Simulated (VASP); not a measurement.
The system is SiGe4W.

```
CELL_PARAMETERS angstrom
0.00000 3.85349 3.85349
3.85349 0.00000 3.85349
3.85349 3.85349 0.00000
ATOMIC_POSITIONS crystal
Si 0.00000 0.00000 0.00000
Ge 0.87384 0.37539 0.37539
Ge 0.37539 0.37539 0.37539
Ge 0.37539 0.87384 0.37539
Ge 0.37539 0.37539 0.87384
W 0.75000 0.75000 0.75000
```

- Program: VASP 6.6.1
- Task: relaxation of cell and atoms
- Functional: PBE
- Potentials or basis: VASP PAW PBE potentials, release 64 (Si, Ge_d, W_sv)
- Cutoff: 600 eV
- k mesh: 4 × 4 × 4
- Occupations: gaussian, width 0.1 eV
- Spin: no spin polarisation

At the start: pressure -5.8 GPa; volume 19.07 Å³/atom.

Problem. Where does the relaxation end?

Solution. Over 3 steps the energy falls by 26.1 meV/atom and the volume is 17.76 Å³/atom (-6.9 %); space group F-43m (No. 216, to 0.05 Å).

The path:
| step | energy change (eV) | largest force (eV/Å) | pressure (GPa) | volume (Å³) |
| --- | --- | --- | --- | --- |
| 1 | 0.0000 | 0.2963 | -5.75 | 114.44 |
| 2 | -0.1287 | 0.1598 | 2.83 | 103.47 |
| 3 | -0.1567 | 0.0147 | -0.02 | 106.54 |

Final structure:
```yaml
crystal:
  lattice:
    - [0.00000, 3.76261, 3.76261]
    - [3.76261, 0.00000, 3.76261]
    - [3.76261, 3.76261, 0.00000]
  atoms:
    - { symbol: Si, position: [0.00000, 0.00000, 0.00000] }
    - { symbol: Ge, position: [0.87158, 0.37614, 0.37614] }
    - { symbol: Ge, position: [0.37614, 0.37614, 0.37614] }
    - { symbol: Ge, position: [0.37614, 0.87158, 0.37614] }
    - { symbol: Ge, position: [0.37614, 0.37614, 0.87158] }
    - { symbol: W, position: [0.75000, 0.75000, 0.75000] }
```
